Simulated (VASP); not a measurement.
**KBr: single point with r2SCAN+D3(BJ)**

KBr:

```
Br K
1.0
     0.00000    3.32185    3.32185
     3.32185    0.00000    3.32185
     3.32185    3.32185    0.00000
Br K
1 1
Direct
  0.50000 0.50000 0.50000
  0.00000 0.00000 0.00000
```

| Property | Result |
| --- | --- |
| Program | VASP 6.6.1 |
| Task | single point |
| Functional | r2SCAN |
| Dispersion | D3(BJ) |
| Potentials or basis | VASP PAW PBE potentials, release 64 (Br, K_sv) |
| Cutoff | 520 eV |
| k mesh | 7 × 7 × 7 |
| Occupations | fermi-dirac, width 0.05 eV |
| Spin | no spin polarisation |

```json
{
 "Pressure": "-0.7 GPa",
 "Band gap on the k mesh": "5.02 eV",
 "Dispersion energy per atom": "-0.097 eV"
}
```

Levels at points of the mesh, in eV from the valence-band top:
```
           k point  band 6  band 7  band 8  band 9  band 10  band 11
(0.00, 0.00, 0.00)    0.00    0.00    0.00    5.02     8.23     8.23
```

It took 44 s on 1 thread of Intel(R) Xeon(R) 6975P-C (Granite Rapids) (shared host), peak memory 0.22 GiB.

Caveat: the PAW data sets were made with another functional, which shifts forces and pressure a little; an odd mesh through Γ misses points on the zone boundary, where band edges can lie. r2SCAN opens gaps a little over a GGA but as a rule still falls short of measured ones.
